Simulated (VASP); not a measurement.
Here is a VASP 6.6.1 calculation.

The input POSCAR:

```
Al
1.0
    4.5764046746      0.0000000000      0.0000000000
   -2.2882023373      3.9632827062      0.0000000000
    0.0000000000      0.0000000000      2.8382052075
Al
3
Direct
    1.0000000000      1.0000000000      0.0000000000
    0.3333333333      0.6666666667      0.5000000000
    0.6666666667      0.3333333333      0.5000000000
```

File INCAR.step1:

```
SYSTEM = Al
ALGO     = Normal         ! electronic algorithm
EDIFF    = 1E-4           ! SCF threshold, eV
ENCUT    = 520            ! plane-wave cutoff, eV
GGA      = PE             ! functional
ISMEAR   = -1             ! smearing method
LASPH    = .TRUE.         ! aspherical terms in the spheres
LCHARG   = .FALSE.        ! write CHGCAR
LREAL    = .FALSE.        ! projectors in reciprocal space
LWAVE    = .TRUE.         ! write WAVECAR
NBANDS   = 12             ! bands
NELM     = 60             ! most SCF steps
PREC     = Accurate       ! precision mode
SIGMA    = 0.1            ! smearing width, eV
```

The input INCAR.step2:

```
SYSTEM = Al
ALGO     = Normal         ! electronic algorithm
EDIFF    = 1E-6           ! SCF threshold, eV
ENCUT    = 520            ! plane-wave cutoff, eV
ISIF     = 2              ! what is computed and relaxed
ISMEAR   = -1             ! smearing method
ISTART   = 1            
LASPH    = .TRUE.         ! aspherical terms in the spheres
LCHARG   = .FALSE.        ! write CHGCAR
LMIXTAU  = .TRUE.       
LREAL    = .FALSE.        ! projectors in reciprocal space
LWAVE    = .FALSE.        ! write WAVECAR
METAGGA  = R2SCAN         ! meta-GGA
NBANDS   = 12             ! bands
NELM     = 60             ! most SCF steps
PREC     = Accurate       ! precision mode
SIGMA    = 0.1            ! smearing width, eV
```

The input KPOINTS:

```
k-points
0
G
  9 9 13
  0 0 0
```

Potentials or basis: VASP PAW PBE potentials, release 64 (Al).

Launch:

```bash
$ cat potpaw_PBE.64/Al/POTCAR > POTCAR
$ cp INCAR.step1 INCAR
$ mpirun -np 1 vasp_std > vasp.out
$ cp INCAR.step2 INCAR
$ mpirun -np 1 vasp_std > vasp.out
```

(1) Predict the pressure.

(2) Predict the band gap on the k mesh.

## Answers

(1) -3.3 GPa.

(2) zero (an odd number of electrons rules out a gap without spin polarisation).

Caveat: the cell stands under tension; the PAW data sets were made with another functional, which shifts forces and pressure a little.
